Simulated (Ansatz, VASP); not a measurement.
## SnO2 in VASP and in Ansatz

```xyz
6
Lattice="3.2293 0.0000 0.0000 -1.6146 2.7966 0.0000 0.0000 0.0000 11.0353" Properties=species:S:1:pos:R:3 pbc="T T T"
Sn    0.0000    0.0000    5.5177
Sn    0.0000    0.0000    0.0000
O     1.6146    0.9322    4.4339
O     1.6146    0.9322    1.0838
O     0.0000    1.8644    6.6014
O     0.0000    1.8644    9.9516
```

Alike in both runs: task single point; functional PBE; dispersion D3(BJ); k mesh 12 × 12 × 4; occupations gaussian, width 0.05 eV; no spin polarisation.

```csv
,VASP,Ansatz
version,VASP 6.6.1,Ansatz 0.2.0
potentials or method,"VASP PAW PBE potentials, release 64 (Sn_d, O), cutoff 520 eV","scalar-relativistic, plane waves, PAW"
valence electrons in the cell,52,52
```

```tsv
	VASP	Ansatz	Ansatz less VASP
gap on the k mesh at the Fermi level (eV)	2.04	2.07	+0.027
least direct gap on the mesh (eV)	2.33	2.35	+0.023
pressure (GPa)	-5.7	-6.2	-0.47
traceless stress, the component that is largest in VASP (GPa)	-1.33	-1.08	+0.255
rms of the force components (eV/Å)	0.418	0.443	+0.0253
```

Atom by atom the forces differ by 0.025 eV/Å (rms over components).
